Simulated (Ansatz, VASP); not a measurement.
**TiO2: VASP beside Ansatz**

The input INCAR:

```
ALGO = Normal
EDIFF = 1E-6
ENCUT = 520
GGA = PE
ISIF = 2
ISMEAR = -1
LASPH = True
LCHARG = True
LDAU = True
LDAUJ = 0 0
LDAUL = 2 -1
LDAUPRINT = 1
LDAUTYPE = 2
LDAUU = 3 0
LELF = True
LMAXMIX = 4
LREAL = False
LVHAR = True
LWAVE = False
NBANDS = 33
NELM = 150
PREC = Accurate
SIGMA = 0.05
```

The input KPOINTS:

```
k-points
0
Gamma
  6 6 9
```

The input POSCAR:

```
TiO2
1.0
    4.5998373239      0.0000000000      0.0000000000
    0.0000000000      4.5998373239      0.0000000000
    0.0000000000      0.0000000000      2.9592135600
Ti O
2 4
Direct
    0.0000000000      0.0000000000      0.5000000000
    0.5000000000      0.5000000000      0.0000000000
    0.3043213200      0.3043213200      0.5000000000
    0.1956786800      0.8043213200      0.0000000000
    0.8043213200      0.1956786800      0.0000000000
    0.6956786800      0.6956786800      0.5000000000
```

Contents of input.yaml:

```yaml
crystal:
  lattice:
    - [4.5998373239, 0.0, 0.0]
    - [0.0, 4.5998373239, 0.0]
    - [0.0, 0.0, 2.95921356]
  atoms:
    - { symbol: Ti, position: [0.0, 0.0, 0.5] }
    - { symbol: Ti, position: [0.5, 0.5, 0.0] }
    - { symbol: O, position: [0.30432132, 0.30432132, 0.5] }
    - { symbol: O, position: [0.19567868, 0.80432132, 0.0] }
    - { symbol: O, position: [0.80432132, 0.19567868, 0.0] }
    - { symbol: O, position: [0.69567868, 0.69567868, 0.5] }
hamiltonian:
  xc: pbe
  pseudopotentials: { kind: paw }
  hubbard: { sites: [{ species: Ti, l: d, u_eff: 3.0 }] }
kpoints:
  mp_grid: { grid: [6, 6, 9] }
  band_path:
    path:
      - [[0.0, 0.0, 0.0], [0.0, 0.5, 0.0], [0.5, 0.5, 0.0], [0.0, 0.0, 0.0], [0.0, 0.0, 0.5], [0.0, 0.5, 0.5], [0.5, 0.5, 0.5], [0.0, 0.0, 0.5]]
      - [[0.0, 0.5, 0.0], [0.0, 0.5, 0.5]]
      - [[0.5, 0.5, 0.0], [0.5, 0.5, 0.5]]
    npoints: 14
scf:
  occupations: { method: fermi_dirac, width: 0.05 }
  n_extra_bands: 15
output:
  forces: true
  stress: true
  eigenvalues: true
  fatbands: false
```

Alike in both runs: functional PBE; k mesh 6 × 6 × 9; occupations fermi-dirac, width 0.05 eV; no spin polarisation; Hubbard terms Ti d U = 3.0 eV.

|  | VASP | Ansatz |
| --- | --- | --- |
| version | VASP 6.6.1 | Ansatz 0.2.0 |
| potentials or method | VASP PAW PBE potentials, release 64 (Ti_sv, O) | Ansatz PAW |
| plane-wave cutoff (eV) | 520 | 420 |
| valence electrons in the cell | 48 | 48 |
| task | single point | band structure |

|  | VASP | Ansatz | Ansatz less VASP |
| --- | --- | --- | --- |
| gap on the k mesh at the Fermi level (eV) | 2.22 | 2.19 | -0.030 |
| least direct gap on the mesh (eV) | 2.22 | 2.21 | -0.009 |
| pressure (GPa) | 10.5 | 6.9 | -3.61 |
| traceless stress, the component that is largest in VASP (GPa) | 2.20 | 1.69 | -0.507 |
| rms of the force components (eV/Å) | 0.050 | 0.006 | -0.0445 |

The programs project onto different local orbitals, so the same U acts differently, and such runs can settle in different states. Atom by atom the forces differ by 0.056 eV/Å (rms over components).
